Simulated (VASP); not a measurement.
Li4H3F, 64 atoms in the cell. The typed cell holds 64 atoms: a = 7.974 Å, b = 7.974 Å, c = 7.974 Å, α = 90.00°, β = 90.00°, γ = 90.00°. 

| Item | Value |
| --- | --- |
| Program | VASP 6.6.1 |
| Task | relaxation of volume and atoms at fixed shape |
| Functional | PBEsol |
| Potentials or basis | VASP PAW PBE potentials, release 64 (F, H, Li_sv) |
| Cutoff | 880 eV |
| k mesh | 1 × 1 × 1, shifted |
| Occupations | fermi-dirac, width 0.05 eV |
| Spin | no spin polarisation |
| Dipole correction | no |
| Further INCAR settings | LREAL = Auto; ALGO = Normal; EDIFF = 1e-07; ISYM = -1; IBRION = 2; EDIFFG = -0.03; NSW = 100; ISIF = 8 |

Potentials or basis: VASP PAW PBE potentials, release 64 (F, H, Li_sv).

Run with:

```sh
$ cat potpaw_PBE.64/F/POTCAR potpaw_PBE.64/H/POTCAR potpaw_PBE.64/Li_sv/POTCAR > POTCAR
$ mpirun -np 1 vasp_std > vasp.out
```

Hardware: 1 thread of Intel(R) Xeon(R) 6975P-C (Granite Rapids) (shared host).

Task: How long does it take, and how much memory?

Result: It took 19 min on 1 thread of Intel(R) Xeon(R) 6975P-C (Granite Rapids) (shared host), peak memory 1.1 GiB. Counts: scf iterations 110, k points 1, ion steps 11.
